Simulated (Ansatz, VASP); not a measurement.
# Cu in VASP and in Ansatz

File INCAR:

```
SYSTEM = Cu
ALGO = Normal ; EDIFF = 1E-7
EDIFFG = -0.002 ; ENCUT = 600
GGA = PE ; GGA_COMPAT = .False.
IBRION = 2 ; ISIF = 3
ISMEAR = 0 ; LASPH = .True.
LCHARG = .False. ; LREAL = .False.
LWAVE = .False. ; NELM = 120
NELMIN = 4 ; NSW = 100
PREC = Accurate ; SIGMA = 0.1
```

KPOINTS

```
k-points
0
Gamma
  20 20 20
  0 0 0
```

Contents of POSCAR:

```
Cu
1.0
    0.0000000000      1.8133626063      1.8133626063
    1.8133626063      0.0000000000      1.8133626063
    1.8133626063      1.8133626063      0.0000000000
Cu
1
Direct
    0.0000000000      0.0000000000      0.0000000000
```

Input for Ansatz:

```yaml
crystal:
  lattice:
    - [0.0, 1.8133626063, 1.8133626063]
    - [1.8133626063, 0.0, 1.8133626063]
    - [1.8133626063, 1.8133626063, 0.0]
  atoms:
    - { symbol: Cu, position: [0.0, 0.0, 0.0] }
basis:
  ecutwfc: 600.0
kpoints:
  mp_grid: { grid: [20, 20, 20] }
hamiltonian:
  xc: pbe
  pseudopotentials: { kind: paw, azcp: { folder: soft_1 } }
scf:
  occupations: { method: gaussian, width: 0.1 }
output:
  forces: true
  stress: true
  eigenvalues: true
  write_density: true
  write_potential: true
  elf: true
  volumetric_format: npy
relax:
  adjacent_minimum: "off"
  f_tol: 0.002
  max_steps: 80
  cell: { stress_tol: 0.02 }
```

Alike in both runs: task relaxation of cell and atoms; functional PBE; k mesh 20 × 20 × 20; occupations gaussian, width 0.1 eV; no spin polarisation.

```csv
,VASP,Ansatz
version,VASP 6.6.1,Ansatz 0.2.0
potentials or method,"VASP PAW PBE potentials, release 64 (Cu), cutoff 600 eV","scalar-relativistic, plane waves, PAW"
valence electrons in the cell,11,19
```

|  | VASP | Ansatz | Ansatz less VASP |
| --- | --- | --- | --- |
| gap on the k mesh at the Fermi level, each at its own relaxed structure (eV) | none | none | - |
| relaxed volume (Å³/atom) | 12.01 | 11.95 | -0.060 |
| relaxed cell length with the largest relative difference (Å) | 2.570 | 2.566 | -0.0043 |

A gap of «none» marks a metal or a gap that the smearing closes. VASP's potentials hold 11 valence electrons a cell and Ansatz's 19, so a difference there can come from the potentials and not from the codes.
